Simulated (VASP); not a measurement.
A run of VASP 6.6.1 is set up as follows.

File INCAR:

```
PREC = Accurate
ENCUT = 520
EDIFF = 1E-6
ISMEAR = 0
SIGMA = 0.1
LREAL = False
LASPH = True
NELM = 80
ALGO = Normal
ISIF = 2
LWAVE = False
LCHARG = False
GGA = CA
NBANDS = 14
```

The input KPOINTS:

```
Automatic mesh
0
Gamma
  14 14 14
```

Contents of POSCAR:

```
TiAl
1.0
    3.2591446222      0.0000000000      0.0000000000
    0.0000000000      3.2591446222      0.0000000000
    0.0000000000      0.0000000000      3.2591446222
Ti Al
1 1
Direct
    0.0000000000      0.0000000000      0.0000000000
    0.5000000000      0.5000000000      0.5000000000
```

Potentials or basis: VASP PAW LDA potentials, release 64 (Ti_sv, Al).

The run is started by

```sh
$ cat potpaw_LDA.64/Ti_sv/POTCAR potpaw_LDA.64/Al/POTCAR > POTCAR
$ mpirun -np 1 vasp_std > vasp.out
```

**Question.** Estimate the pressure.

**Answer.** -12.3 GPa.

Caveat: the cell differs from its parent crystal (functional LDA, strained).
